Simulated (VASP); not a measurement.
Input of a VASP 6.6.1 run:

Contents of INCAR:

```
SYSTEM = Sb
PREC = Accurate
ENCUT = 600
EDIFF = 1E-6
ISMEAR = 0
SIGMA = 0.02
LREAL = .False.
LASPH = .True.
NELM = 100
ALGO = Normal
ISIF = 3
LWAVE = .False.
LCHARG = .False.
GGA = PE
IBRION = 2
NSW = 100
EDIFFG = -0.01
```

KPOINTS

```
regular mesh
0
Gamma
  6 6 6
  0 0 0
```

POSCAR

```
Sb
1.0
    0.0000000000      4.8648802374      4.8648802374
    4.8648802374      0.0000000000      4.8648802374
    4.8648802374      4.8648802374      0.0000000000
Sb
4
Direct
    0.8539334516      0.4381996451      0.8539334516
    0.8539334516      0.8539334516      0.8539334516
    0.4381996451      0.8539334516      0.8539334516
    0.8539334516      0.8539334516      0.4381996451
```

Potentials or basis: VASP PAW PBE potentials, release 64 (Sb).

Launch:

```console
$ cat potpaw_PBE.64/Sb/POTCAR > POTCAR
$ mpirun -np 1 vasp_std > vasp.out
```

(1) Predict the relaxed volume.

(2) What does it give for the relaxed cell?

(3) What does it give for the band gap on the k mesh?

(4) Predict the space group after relaxing (to 0.1 Å).

Answers

(1) 53.84 Å³/atom.

(2) a = 6.728 Å, b = 6.728 Å, c = 6.728 Å, α = 60.00°, β = 60.00°, γ = 60.00°.

(3) 1.50 eV (least direct gap 1.58 eV).

(4) F-43m (No. 216).

Caveat: spin-orbit coupling is left out, which moves the levels of the heavy elements.
